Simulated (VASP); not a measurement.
Here is a VASP 6.6.1 calculation.

File POSCAR:

```
CaO
1.0
    0.0000000000      2.4154225699      2.4154225699
    2.4154225699      0.0000000000      2.4154225699
    2.4154225699      2.4154225699      0.0000000000
Ca O
1 1
Direct
    0.5000000000      0.5000000000      0.5000000000
    0.0000000000      0.0000000000      0.0000000000
```

INCAR.step1

```
SYSTEM = CaO
PREC     = Accurate       ! precision mode
ENCUT    = 520            ! plane-wave cutoff, eV
EDIFF    = 1E-5           ! SCF threshold, eV
ISMEAR   = 0              ! smearing method
SIGMA    = 0.05           ! smearing width, eV
LREAL    = .FALSE.        ! projectors in reciprocal space
LASPH    = .TRUE.         ! aspherical terms in the spheres
NELM     = 100            ! most SCF steps
ALGO     = Normal         ! electronic algorithm
ISIF     = 2              ! what is computed and relaxed
LWAVE    = .TRUE.         ! write WAVECAR
LCHARG   = .FALSE.        ! write CHGCAR
GGA      = PE             ! functional
NBANDS   = 15             ! bands
```

INCAR.step2

```
SYSTEM = CaO
PREC     = Accurate       ! precision mode
ENCUT    = 520            ! plane-wave cutoff, eV
EDIFF    = 1E-7           ! SCF threshold, eV
ISMEAR   = 0              ! smearing method
SIGMA    = 0.05           ! smearing width, eV
LREAL    = .FALSE.        ! projectors in reciprocal space
LASPH    = .TRUE.         ! aspherical terms in the spheres
NELM     = 100            ! most SCF steps
ALGO     = Normal         ! electronic algorithm
ISIF     = 2              ! what is computed and relaxed
LWAVE    = .FALSE.        ! write WAVECAR
LCHARG   = .FALSE.        ! write CHGCAR
GGA      = PE             ! functional
LHFCALC  = .TRUE.         ! exact exchange
HFSCREEN = 0.2079         ! screening, 1/A
PRECFOCK = Normal       
ISTART   = 1            
NBANDS   = 15             ! bands
```

File KPOINTS:

```
regular mesh
0
G
  6 6 6
  0 0 0
```

Potentials or basis: VASP PAW PBE potentials, release 64 (Ca_sv, O).

Run with:

```bash
$ cat potpaw_PBE.64/Ca_sv/POTCAR potpaw_PBE.64/O/POTCAR > POTCAR
$ cp INCAR.step1 INCAR
$ mpirun -np 1 vasp_std > vasp.out
$ cp INCAR.step2 INCAR
$ mpirun -np 1 vasp_std > vasp.out
```

Task: Predict the pressure.

Result: -1.6 GPa.

Task: What does it give for the band gap on the k mesh?

Result: 5.30 eV (least direct gap 5.72 eV).

Caveat: the PAW data sets were made with another functional, which shifts forces and pressure a little. A k mesh can miss the band edges.
